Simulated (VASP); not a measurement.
La, 4 atoms in the cell. The structure is hexagonal, space group P6_3/mmc (No. 194). Conventional cell: a = 3.796 Å, b = 3.796 Å, c = 12.041 Å, α = 90.00°, β = 90.00°, γ = 120.00°. Within 4.9 Å of La (site symmetry -3m) lie 12 La at 3.72 to 3.80 Å. Within 4.9 Å of La (site symmetry -6m2) lie 12 La at 3.72 to 3.80 Å. 

```yaml
Program: VASP 6.6.1
Task: electric field gradients
Functional: r2SCAN
Potentials_or_basis: VASP PAW PBE potentials, release 64 (La)
Cutoff: 520 eV
k_mesh: 11 × 11 × 3
Occupations: fermi-dirac, width 0.03 eV
Spin: no spin polarisation
Dipole_correction: no
Further_INCAR_settings: ALGO = Normal; EDIFF = 1e-08; NBANDS = 30
```

Potentials or basis: VASP PAW PBE potentials, release 64 (La).

Command:

```sh
$ cat potpaw_PBE.64/La/POTCAR > POTCAR
$ cp INCAR.step1 INCAR
$ mpirun -np 1 vasp_std > vasp.out
$ cp INCAR.step2 INCAR
$ mpirun -np 1 vasp_std > vasp.out
```

Hardware: 1 thread of Intel(R) Xeon(R) Platinum 8488C (Sapphire Rapids), on a shared host.

Q: Estimate the wall time of this run.

A: Run time: 18 min on 1 thread of Intel(R) Xeon(R) Platinum 8488C (Sapphire Rapids), on a shared host, peak memory 0.35 GiB. Counts: k points 32.
